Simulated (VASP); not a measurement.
**SnO: electric field gradients with PBEsol**

SnO:

```
Sn O
1.0
     2.50000   -2.86000    0.00000
     2.50000    2.86000    0.00000
     0.00000    0.00000   11.12000
Sn O
4 4
Direct
  0.00006 0.99994 0.98582
  0.99994 0.00006 0.48582
  0.49968 0.50032 0.27117
  0.50032 0.49968 0.77117
  0.99981 0.50000 0.37851
  0.00019 0.50000 0.87851
  0.50000 0.00019 0.37851
  0.50000 0.99981 0.87851
```

* Program: VASP 6.6.1
* Task: electric field gradients
* Functional: PBEsol
* Potentials or basis: VASP PAW PBE potentials, release 64 (Sn_d, O)
* Cutoff: 520 eV
* k mesh: 8 × 8 × 3
* Occupations: fermi-dirac, width 0.02 eV
* Spin: no spin polarisation
* Dipole correction: no
* Further INCAR settings: ALGO = Normal; EDIFF = 1e-08; NBANDS = 50

```yaml
Pressure: -1.2 GPa
Largest_force: 0.252 eV/Å
Band_gap_on_the_k_mesh: 0.63 eV
Largest_electric_field_gradient_by_atom: Sn -168.7; O -50.5 V/Å²
```

Forces in eV/Å, atoms in the order of the input:
```
Sn   0.000  0.000 -0.250
Sn   0.000  0.000 -0.250
Sn   0.000 -0.004  0.252
Sn   0.000  0.004  0.252
O    0.007  0.002 -0.001
O   -0.007 -0.002 -0.001
O   -0.007  0.002 -0.001
O    0.007 -0.002 -0.001
```

Stress tensor (GPa, compression positive):
```
 9.38  0.00  0.00
 0.00 -9.76  0.00
 0.00  0.00 -3.30
```

Levels at points of the mesh, in eV from the valence-band top:
```tsv
k point	band 37	band 38	band 39	band 40	band 41	band 42	band 43	band 44
(0.00, 0.00, 0.00)	-2.14	-1.70	-1.68	0.00	1.56	2.05	3.45	3.51
(0.50, 0.00, 0.00)	-2.19	-2.19	-1.58	-1.58	1.98	1.98	2.57	2.57
(0.50, 0.50, 0.00)	-1.79	-1.48	-1.28	-1.28	0.63	1.06	2.55	3.01
```

Electric field gradients, principal values (V/Å²):
```csv
atom,least,middle,greatest (by size)
1 Sn,61.657,107.085,-168.741
2 Sn,61.657,107.085,-168.741
3 Sn,61.670,107.074,-168.744
4 Sn,61.670,107.074,-168.744
5 O,14.396,36.074,-50.470
6 O,14.396,36.074,-50.470
7 O,14.396,36.074,-50.470
8 O,14.396,36.074,-50.470
```

Run time: 2.6 min on 1 thread of Intel(R) Xeon(R) 6975P-C (Granite Rapids), with other jobs on the host, peak memory 0.38 GiB.

Caveat: without QUAD_EFG the Cq values of the log hold for a quadrupole moment of 1 mb, not for the nuclei; the PAW data sets were made with another functional, which shifts forces and pressure a little; spin-orbit coupling is left out, which moves the levels of the heavy elements; an odd mesh through Γ misses points on the zone boundary, where band edges can lie.
